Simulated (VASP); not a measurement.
Input of a VASP 6.6.1 run:

File INCAR:

```
PREC = Accurate
ENCUT = 520
EDIFF = 1E-6
ISMEAR = 0
SIGMA = 0.02
LREAL = False
LASPH = True
NELM = 60
ALGO = Normal
ISIF = 2
LWAVE = False
LCHARG = True
GGA = PE
LELF = True
LVHAR = True
NBANDS = 24
```

File KPOINTS:

```
regular mesh
0
Gamma
  9 9 6
```

The input POSCAR:

```
SrO
1.0
    3.4298823948      0.0000000000      0.0000000000
   -1.7149411974      2.9703652859      0.0000000000
    0.0000000000      0.0000000000      6.0946365725
Sr O
2 2
Direct
    0.3333333300      0.6666666700      0.2636478470
    0.6666666700      0.3333333300      0.7363521530
    0.0000000000      0.0000000000      0.0000000000
    0.0000000000      0.0000000000      0.5000000000
```

Potentials or basis: VASP PAW PBE potentials, release 64 (Sr_sv, O).

Run with:

```bash
$ cat potpaw_PBE.64/Sr_sv/POTCAR potpaw_PBE.64/O/POTCAR > POTCAR
$ mpirun -np 1 vasp_std > vasp.out
```

Task: Predict the pressure.

Result: 12.3 GPa.

Task: Predict the band gap on the k mesh.

Result: 3.06 eV, indirect (least direct gap 3.30 eV).

Stress tensor (GPa, compression positive):
```
13.17  0.00  0.00
 0.00 13.17  0.00
 0.00  0.00 10.60
```

Caveat: the cell differs from its parent crystal (strained and its atoms moved); forces of over 1 eV/Å act on the atoms, so gaps and moduli don't describe the material at rest. A k mesh can miss the band edges.
